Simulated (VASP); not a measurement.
A run of VASP 6.6.1 is set up as follows.

Contents of INCAR:

```
ALGO = Normal
EDIFF = 1E-7
ENCUT = 520
GGA = RE
ISIF = 2
ISMEAR = -1
LASPH = T
LCHARG = F
LREAL = F
LWAVE = F
NBANDS = 18
NELM = 100
PREC = Accurate
SIGMA = 0.1
```

File KPOINTS:

```
k-points
0
Gamma
  7 7 10
```

File POSCAR:

```
Na
1.0
    5.8839841690      0.0000000000      0.0000000000
   -2.9419920845      5.0956797658      0.0000000000
    0.0000000000      0.0000000000      3.4895235190
Na
3
Direct
    1.0000000000      1.0000000000      0.0000000000
    0.3333333333      0.6666666667      0.5000000000
    0.6666666667      0.3333333333      0.5000000000
```

Potentials or basis: VASP PAW PBE potentials, release 64 (Na_pv).

Command:

```console
$ cat potpaw_PBE.64/Na_pv/POTCAR > POTCAR
$ mpirun -np 1 vasp_std > vasp.out
```

Predict the band gap on the k mesh.

zero (an odd number of electrons rules out a gap without spin polarisation).

Predict the pressure.

1.1 GPa.

Stress tensor (GPa, compression positive):
```
1.07 0.00 0.00
0.00 1.07 0.00
0.00 0.00 1.19
```

Caveat: the PAW data sets were made with another functional, which shifts forces and pressure a little.
